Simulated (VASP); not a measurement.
# CsH (I4/mmm) in VASP: a series of runs, part 2 of 2

VASP 6.6.1. Earlier steps stand in the parts before.

## (5) Single point, r2SCAN (strain +0.040 along x and y, +0.000 along z)

File POSCAR:

```
CsH
1.0
    0.0000000000      3.3155200000      3.1880000000
    3.3155200000      0.0000000000      3.1880000000
    3.3155200000      3.3155200000      0.0000000000
Cs H
1 1
Direct
    0.0000000000      0.0000000000      0.0000000000
    0.5000000000      0.5000000000      0.5000000000
```

File INCAR.step1:

```
SYSTEM = CsH
PREC     = Accurate       ! precision mode
ENCUT    = 520            ! plane-wave cutoff, eV
ISMEAR   = 0              ! smearing method
SIGMA    = 0.05           ! smearing width, eV
LREAL    = .FALSE.        ! projectors in reciprocal space
LASPH    = .TRUE.         ! aspherical terms in the spheres
NELM     = 60             ! most SCF steps
NBANDS   = 12             ! bands
GGA      = PE             ! functional
ALGO     = Normal         ! electronic algorithm
EDIFF    = 1E-4           ! SCF threshold, eV
LWAVE    = .TRUE.         ! write WAVECAR
LCHARG   = .FALSE.        ! write CHGCAR
```

File INCAR.step2:

```
SYSTEM = CsH
PREC     = Accurate       ! precision mode
ENCUT    = 520            ! plane-wave cutoff, eV
EDIFF    = 1E-6           ! SCF threshold, eV
ISMEAR   = 0              ! smearing method
SIGMA    = 0.05           ! smearing width, eV
LREAL    = .FALSE.        ! projectors in reciprocal space
LASPH    = .TRUE.         ! aspherical terms in the spheres
NELM     = 60             ! most SCF steps
ALGO     = Normal         ! electronic algorithm
ISIF     = 2              ! what is computed and relaxed
LWAVE    = .FALSE.        ! write WAVECAR
LCHARG   = .FALSE.        ! write CHGCAR
METAGGA  = R2SCAN         ! meta-GGA
LMIXTAU  = .TRUE.       
NBANDS   = 12             ! bands
ISTART   = 1
```

File KPOINTS:

```
Automatic mesh
0
G
  6 6 6
  0 0 0
```

Potentials or basis: VASP PAW PBE potentials, release 64 (Cs_sv, H).

On the command line:

```console
cat potpaw_PBE.64/Cs_sv/POTCAR potpaw_PBE.64/H/POTCAR > POTCAR
cp INCAR.step1 INCAR
mpirun -np 1 vasp_std > vasp.out
cp INCAR.step2 INCAR
mpirun -np 1 vasp_std > vasp.out
```

OUTCAR:

```text
SYSTEM = CsH
   PREC = Accurate
   ENCUT = 520
   EDIFF = 1E-6
   ISMEAR = 0
   LREAL = .FALSE.
   LASPH = .TRUE.
   NELM = 60
   ISIF = 2
   METAGGA = R2SCAN
   ISTART = 1

 ion  position               nearest neighbor table
   1  0.000  0.000  0.000-
   2  0.500  0.500  0.500-

  LATTYP: Found a body centered tetragonal cell.
 ALAT       =     4.6888533503
 C/A-ratio  =     1.3598207331

  Lattice vectors:

 A1 = (   0.0000000000,  -3.3155200000,  -3.1880000000)
 A2 = (   0.0000000000,   3.3155200000,  -3.1880000000)
 A3 = (   3.3155200000,   0.0000000000,   3.1880000000)

Analysis of symmetry for initial positions (statically):
=====================================================================
 Subroutine PRICEL returns:
 Original cell was already a primitive cell.

 Routine SETGRP: Setting up the symmetry group for a
 body centered tetragonal supercell.

 Subroutine GETGRP returns: Found 16 space group operations
 (whereof 16 operations were pure point group operations)
 out of a pool of 16 trial point group operations.

The static configuration has the point symmetry D_4h.

Analysis of symmetry for dynamics (positions and initial velocities):
=====================================================================
 Subroutine PRICEL returns:
 Original cell was already a primitive cell.

 Routine SETGRP: Setting up the symmetry group for a
 body centered tetragonal supercell.

 Subroutine GETGRP returns: Found 16 space group operations
 (whereof 16 operations were pure point group operations)
 out of a pool of 16 trial point group operations.

The dynamic configuration has the point symmetry D_4h.

 Subroutine INISYM returns: Found 16 space group operations
 (whereof 16 operations are pure point group operations),
 and found     1 'primitive' translations

----------------------------------------------------------------------------------------

                                     Primitive cell

  volume of cell :      70.0893

  direct lattice vectors                    reciprocal lattice vectors
     0.000000000  3.315520000  3.188000000    -0.150805907  0.150805907  0.156838143
     3.315520000  0.000000000  3.188000000     0.150805907 -0.150805907  0.156838143
     3.315520000  3.315520000  0.000000000     0.150805907  0.150805907 -0.156838143

  length of vectors
     4.599567031  4.599567031  4.688853350     0.264732027  0.264732027  0.264732027

  position of ions in fractional coordinates (direct lattice)
     0.000000000  0.000000000  0.000000000
     0.500000000  0.500000000  0.500000000

  ion indices of the primitive-cell ions
   primitive index   ion index
                 1           1
                 2           2

----------------------------------------------------------------------------------------

 KPOINTS: Automatic mesh

Automatic generation of k-mesh.
 Grid dimensions read from file:
 generate k-points for:    6    6    6

[... 22 lines left out ...]
  0.333333  0.000000  0.000000      8.000000
  0.500000  0.000000  0.000000      4.000000
  0.166667  0.166667  0.000000      2.000000
  0.333333  0.166667  0.000000      8.000000
[... 16 lines left out ...]
  0.333333  0.000000  0.333333      4.000000
  0.500000  0.000000  0.333333     16.000000
 [... further k-points ...]
   k-points           NKPTS =     30   k-points in BZ     NKDIM =     30   number of bands    NBANDS=     12
   number of dos      NEDOS =    301   number of ions     NIONS =      2
   total plane-waves  NPLWV =  46656
   dimension x,y,z NGX =    36 NGY =   36 NGZ =   36
   dimension x,y,z NGXF=    72 NGYF=   72 NGZF=   72
   ions per type =               1   1
   NGX,Y,Z   is equivalent  to a cutoff of  13.01, 13.01, 12.76 a.u.
   NGXF,Y,Z  is equivalent  to a cutoff of  26.02, 26.02, 25.53 a.u.
 SYSTEM =  CsH
   PREC   = accura    normal or accurate (medium, high low for compatibility)
   ISTART =      1    job   : 0-new  1-cont  2-samecut
   ICHARG =      0    charge: 1-file 2-atom 10-const
   ISPIN  =      1    spin polarized calculation?
   LNONCOLLINEAR =      F non collinear calculations
   LSORBIT =      F    spin-orbit coupling
   LASPH  =      T    aspherical Exc in radial PAW
   ENCUT  =  520.0 eV  38.22 Ry    6.18 a.u.   8.55  8.55  8.72*2*pi/ulx,y,z
   NELM   =     60;   NELMIN=  2; NELMDL=  0     # of ELM steps
   EDIFF  = 0.1E-05   stopping-criterion for ELM
   LREAL  =      F    real-space projection
   EDIFFG = 0.1E-04   stopping-criterion for IOM
   NSW    =      0    number of steps for IOM
   IBRION =     -1    ionic relax: 0-MD 1-quasi-New 2-CG
   NFREE  =      0    steps in history (QN), initial steepest desc. (CG)
   ISIF   =      2    stress and relaxation
   ISYM   =      2    0-nonsym 1-usesym 2-fastsym
   POTIM  = 0.5000    time-step for ionic-motion
   TEBEG  =    0.0;   TEEND  =   0.0 temperature during run
   PSTRESS=    0.0 pullay stress
   NELECT =      10.0000    total number of electrons
   NUPDOWN=      -1.0000    fix difference up-down
   EMIN   =  10.00;   EMAX   =-10.00  energy-range for DOS
   EFERMI =   0.00;   METHOD = LEGACY
   ISMEAR =     0;   SIGMA  =   0.05  broadening in eV -4-tet -1-fermi 0-gaus
   EFERMI_NEDOS =   21; number of points for ismear=-14 and -15
   IALGO  =     38    algorithm
   IMIX   =      4    mixing-type and parameters
     AMIX     =   0.40;   BMIX     =  1.00
     AMIX_MAG =   1.60;   BMIX_MAG =  1.00
  volume/ion in A,a.u.               =      35.04       236.49
  Fermi-wavevector in a.u.,A,eV,Ry     =   0.855443  1.616552  9.956503  0.731782
  Thomas-Fermi vector in A             =   1.972193
   LORBIT       =      0    0 simple, 1 ext, 2 COOP (PROOUT), +10 PAW based schemes
   METAGGA = R2SCAN    functional components
   LHFCALC =     F    Hartree Fock is set to
   AEXX    =    0.0000 exact exchange contribution
   IVDW    =     0    specifies the selected vdW correction
   LEPSILON=     F    determine dielectric tensor
   LRPA    =     F    only Hartree local field effects (RPA)
 non-spin polarized calculation
 Gauss-broadening in eV      SIGMA  =   0.05
  energy-cutoff  :      520.00
  volume of cell :       70.09
 maximum number of plane-waves:      1912
 NGX is ok and might be reduce to    36
   NGX = 17   NGY = 17   NGZ = 17

 number of electron      10.0000000 magnetization

 Free energy of the ion-electron system (eV)
  ---------------------------------------------------
  ext. energy  EPLUGINS =         0.00000000
  ---------------------------------------------------
  free energy    TOTEN  =       -28.97556117 eV

  energy without entropy =      -28.97556117  energy(sigma->0) =      -28.97556117

 E-fermi :  -0.2497     XC(G=0):  -7.2490

 val. band max:       -0.4563161451   @ k =   0.5000   0.0000   0.0000
 cond. band min:       2.2783897355   @ k =   0.5000   0.0000   0.0000
 fundamental gap:      2.7347058807
 Fermi energy:        -0.2497235590

 k-point     1 :       0.0000    0.0000    0.0000
  band No.  band energies     occupation
      1     -22.5217      2.00000
      2      -8.6925      2.00000
      3      -8.6925      2.00000
      4      -8.6510      2.00000
      5      -1.9563      2.00000
      6       5.1731      0.00000
      7       5.1731      0.00000
      8       5.3414      0.00000
      9       5.5065      0.00000
     10       6.7861      0.00000
     11       7.2976      0.00000
     12       8.6618      0.00000
[... 331 lines left out ...]
 k-point    24 :       0.5000    0.0000    0.3333
  band No.  band energies     occupation
      1     -22.4513      2.00000
      2      -9.2051      2.00000
      3      -8.9331      2.00000
      4      -8.8414      2.00000
      5      -1.1880      2.00000
      6       3.4290      0.00000
      7       4.5444      0.00000
      8       6.4954      0.00000
      9       6.9254      0.00000
     10       8.3095      0.00000
     11       8.5729      0.00000
     12       9.1715      0.00000

 [... further k-points ...]

------------------------ aborting loop because EDIFF is reached ----------------------------------------

  FORCE on cell =-STRESS in cart. coord.  units (eV):
  Direction    XX          YY          ZZ          XY          YZ          ZX
  --------------------------------------------------------------------------------------
  -------------------------------------------------------------------------------------
  Total       -0.3602508     -0.3602508     -0.0630505      0.0000000      0.0000000      0.0000000
  in kB       -8.2350056     -8.2350056     -1.4412763      0.0000000      0.0000000      0.0000000
  external PRESSURE =      -5.9704292 kB  Pullay stress =       0.0000000 kB

 VOLUME and BASIS-vectors are now :
 -----------------------------------------------------------------------------
  energy-cutoff  :      520.00
  volume of cell :       70.09
      direct lattice vectors                 reciprocal lattice vectors
     0.000000000  3.315520000  3.188000000    -0.150805907  0.150805907  0.156838143
     3.315520000  0.000000000  3.188000000     0.150805907 -0.150805907  0.156838143
     3.315520000  3.315520000  0.000000000     0.150805907  0.150805907 -0.156838143

 POSITION                                       TOTAL-FORCE (eV/Angst)
 -----------------------------------------------------------------------------------
      0.00000      0.00000      0.00000        -0.000000     -0.000000      0.000000
      3.31552      3.31552      3.18800         0.000000      0.000000      0.000000
 -----------------------------------------------------------------------------------
    total drift:                               -0.000000      0.000000      0.000000

  FREE ENERGIE OF THE ION-ELECTRON SYSTEM (eV)
  ---------------------------------------------------
  free  energy   TOTEN  =       -28.9755611724 eV

  energy  without entropy=      -28.9755611724  energy(sigma->0) =      -28.97556117
```

It took 69 s on 1 thread of AMD EPYC 9R45 (Zen 5), shared host; peak memory 0.19 GiB.

What came out:

* Free energy: -28.9756 eV
* Pressure: -0.6 GPa
* Band gap on the k mesh: 2.73 eV, direct

Levels at points of the mesh, in eV from the valence-band top:
```csv
k point,band 2,band 3,band 4,band 5,band 6,band 7,band 8,band 9
"(0.00, 0.00, 0.00)",-8.24,-8.24,-8.19,-1.50,5.63,5.63,5.80,5.96
"(0.50, 0.00, 0.00)",-8.89,-8.33,-8.27,0.00,2.73,5.14,5.41,7.49
"(0.50, 0.50, 0.00)",-8.76,-8.48,-8.48,-0.95,3.56,5.99,8.25,8.50
"(0.50, 0.00, 0.50)",-8.80,-8.42,-8.42,-0.95,3.68,5.64,8.15,8.54
```

Caveat: the cell differs from its parent crystal (strain +0.040 along x and y, +0.000 along z); the PAW data sets were made with another functional, which shifts forces and pressure a little; spin-orbit coupling is left out, which moves the levels of the heavy elements.

## (6) Single point, r2SCAN (strain +0.080 along x and y, +0.000 along z)

File POSCAR:

```
CsH
1.0
    0.0000000000      3.4430400000      3.1880000000
    3.4430400000      0.0000000000      3.1880000000
    3.4430400000      3.4430400000      0.0000000000
Cs H
1 1
Direct
    0.0000000000      0.0000000000      0.0000000000
    0.5000000000      0.5000000000      0.5000000000
```

File INCAR.step1:

```
SYSTEM = CsH
PREC = Accurate
ENCUT = 520
ISMEAR = 0
SIGMA = 0.05
LREAL = .FALSE.
LASPH = .TRUE.
NELM = 60
NBANDS = 12
GGA = PE
ALGO = Normal
EDIFF = 1E-4
LWAVE = .TRUE.
LCHARG = .FALSE.
```

File INCAR.step2:

```
SYSTEM = CsH
PREC = Accurate
ENCUT = 520
EDIFF = 1E-6
ISMEAR = 0
SIGMA = 0.05
LREAL = .FALSE.
LASPH = .TRUE.
NELM = 60
ALGO = Normal
ISIF = 2
LWAVE = .FALSE.
LCHARG = .FALSE.
METAGGA = R2SCAN
LMIXTAU = .TRUE.
NBANDS = 12
ISTART = 1
```

File KPOINTS:

```
regular mesh
0
G
  6 6 6
  0 0 0
```

Potentials or basis: VASP PAW PBE potentials, release 64 (Cs_sv, H).

On the command line:

```console
cat potpaw_PBE.64/Cs_sv/POTCAR potpaw_PBE.64/H/POTCAR > POTCAR
cp INCAR.step1 INCAR
mpirun -np 1 vasp_std > vasp.out
cp INCAR.step2 INCAR
mpirun -np 1 vasp_std > vasp.out
```

Wall time 70 s (1 thread of AMD EPYC 9R45 (Zen 5), shared host); peak memory 0.19 GiB.

It converged, with:

```
Free energy            : -28.9388 eV
Pressure               : -1.0 GPa
Band gap on the k mesh : 2.78 eV, direct
```

Stress tensor (GPa, compression positive):
```
-1.32  0.00  0.00
 0.00 -1.32  0.00
 0.00  0.00 -0.33
```

Levels at points of the mesh, in eV from the valence-band top:
```csv
k point,band 3,band 4,band 5,band 6,band 7,band 8
"(0.00, 0.00, 0.00)",-8.33,-8.25,-1.38,5.55,5.56,5.56
"(0.50, 0.00, 0.00)",-8.42,-8.32,0.00,2.78,5.02,5.53
"(0.50, 0.50, 0.00)",-8.54,-8.54,-0.79,3.58,5.91,7.88
"(0.50, 0.00, 0.50)",-8.45,-8.44,-0.81,3.82,5.26,7.64
```

Caveat: the cell differs from its parent crystal (strain +0.080 along x and y, +0.000 along z); the PAW data sets were made with another functional, which shifts forces and pressure a little; spin-orbit coupling is left out, which moves the levels of the heavy elements.

## (7) Summary

| cell | gap on the mesh (eV) | pressure (GPa) |
| --- | --- | --- |
| a = 4.427, b = 4.427, c = 4.689 Å, angles 58.0, 58.0, 64.0°, 2 atoms | 2.57 | 0.5 |
| a = 4.523, b = 4.523, c = 4.869 Å, angles 57.4, 57.4, 65.1°, 2 atoms | 2.61 | 0.0 |
| a = 4.692, b = 4.692, c = 4.509 Å, angles 61.3, 61.3, 57.4°, 2 atoms | 2.72 | -0.5 |
| a = 4.600, b = 4.600, c = 4.689 Å, angles 59.4, 59.4, 61.3°, 2 atoms | 2.73 | -0.6 |
| a = 4.692, b = 4.692, c = 4.869 Å, angles 58.7, 58.7, 62.5°, 2 atoms | 2.78 | -1.0 |

Alike in all rows: task single point; level r2SCAN; potentials or basis VASP PAW PBE potentials, release 64 (Cs_sv, H); no spin polarisation; k mesh 6 × 6 × 6; cutoff (eV) 520; smearing gaussian 0.05 eV.

Caveats: the PAW data sets were made with another functional, which shifts forces and pressure a little; spin-orbit coupling is left out, which moves the levels of the heavy elements.

Total energies depend on the potentials used, so only differences within one code and one set of settings carry meaning.
